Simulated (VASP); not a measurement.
GaSi2:

```xyz
6
Lattice="4.1266 0.0000 0.0000 0.0000 4.1266 0.0000 0.0000 0.0000 5.9408" Properties=species:S:1:pos:R:3 pbc="T T T"
Ga    0.0000    0.0000    0.0000
Ga    2.0633    2.0633    2.9704
Si    0.0000    2.0633    1.2060
Si    0.0000    2.0633    4.1764
Si    2.0633    0.0000    1.7644
Si    2.0633    0.0000    4.7348
```

* Program: VASP 6.6.1
* Task: relaxation of cell and atoms
* Functional: r2SCAN
* Potentials or basis: VASP PAW PBE potentials, release 64 (Ga_d, Si)
* Cutoff: 600 eV
* k mesh: 4 × 4 × 4
* Occupations: gaussian, width 0.1 eV
* Spin: no spin polarisation

At the start: pressure 8.8 GPa; volume 16.86 Å³/atom.

Task: Where does the relaxation end?

Result: Over 9 steps the energy falls by 143.8 meV/atom and the volume is 18.10 Å³/atom (+7.4 %); space group P4_2/nmc (No. 137, to 0.1 Å) before, I4/mmm (No. 139, to 0.1 Å).

Step by step:
```csv
step,energy change (eV),largest force (eV/Å),pressure (GPa),volume (Å³)
1,0.0000,1.1475,8.83,101.17
2,-0.4602,0.6553,-2.28,115.38
3,-0.4622,0.6840,-1.69,114.40
4,-0.5885,0.5936,-1.44,113.19
5,-0.8208,0.2591,-0.58,109.55
6,-0.4930,0.6641,5.58,102.18
7,-0.8416,0.1078,0.33,107.80
8,-0.8616,0.0143,0.00,108.46
9,-0.8627,0.0074,-0.05,108.60
```

Final structure:
```
CELL_PARAMETERS angstrom
4.29654 0.00000 0.00000
0.00000 4.29654 0.00000
0.00000 0.00000 5.88317
ATOMIC_POSITIONS crystal
Ga 0.00000 0.00000 0.00000
Ga 0.50000 0.50000 0.50000
Si 0.00000 0.50000 0.25032
Si 0.00000 0.50000 0.75032
Si 0.50000 0.00000 0.24968
Si 0.50000 0.00000 0.74968
```

Caveat: the k points lie up to 0.37 Å⁻¹ apart in the final cell, too coarse for converged energies and pressures of a metal; the PAW data sets were made with another functional, which shifts forces and pressure a little.
